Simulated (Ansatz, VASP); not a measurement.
## One calculation of MgO, two programs

The input INCAR:

```
SYSTEM = MgO
PREC = Accurate
ENCUT = 520
EDIFF = 1E-6
ISMEAR = 0
SIGMA = 0.05
LREAL = .False.
LASPH = .True.
NELM = 60
ALGO = Normal
ISIF = 2
LWAVE = .False.
LCHARG = .False.
GGA = PE
NBANDS = 11
```

File KPOINTS:

```
regular mesh
0
Gamma
  10 10 10
  0 0 0
```

The input POSCAR:

```
MgO
1.0
    0.0000000000      2.1644022651      2.0778261745
    2.1644022651      0.0000000000      2.0778261745
    2.1644022651      2.1644022651      0.0000000000
Mg O
1 1
Direct
    0.0000000000      0.0000000000      0.0000000000
    0.5000000000      0.5000000000      0.5000000000
```

Input for Ansatz:

```yaml
crystal:
  lattice:
    - [0.0, 2.1644022651, 2.0778261745]
    - [2.1644022651, 0.0, 2.0778261745]
    - [2.1644022651, 2.1644022651, 0.0]
  atoms:
    - { symbol: Mg, position: [0.0, 0.0, 0.0] }
    - { symbol: O, position: [0.5, 0.5, 0.5] }
basis:
  ecutwfc: 420
kpoints:
  mp_grid: { grid: [10, 10, 10] }
hamiltonian:
  xc: pbe
scf:
  occupations: { method: gaussian, width: 0.05 }
output:
  forces: true
  stress: true
  eigenvalues: true
```

Alike in both runs: task single point; functional PBE; k mesh 10 × 10 × 10; occupations gaussian, width 0.05 eV; no spin polarisation.

```csv
,VASP,Ansatz
version,VASP 6.6.1,Ansatz 0.2.0
potentials or method,"VASP PAW PBE potentials, release 64 (Mg, O), cutoff 520 eV","scalar-relativistic, plane waves, PAW"
valence electrons in the cell,8,16
```

```tsv
	VASP	Ansatz	Ansatz less VASP
gap on the k mesh at the Fermi level (eV)	4.30	4.31	+0.019
least direct gap on the mesh (eV)	4.30	4.31	+0.019
pressure (GPa)	-1.9	-1.2	+0.75
traceless stress, the component that is largest in VASP (GPa)	4.91	4.88	-0.028
```

VASP's potentials hold 8 valence electrons a cell and Ansatz's 16, so a difference there can come from the potentials and not from the codes.
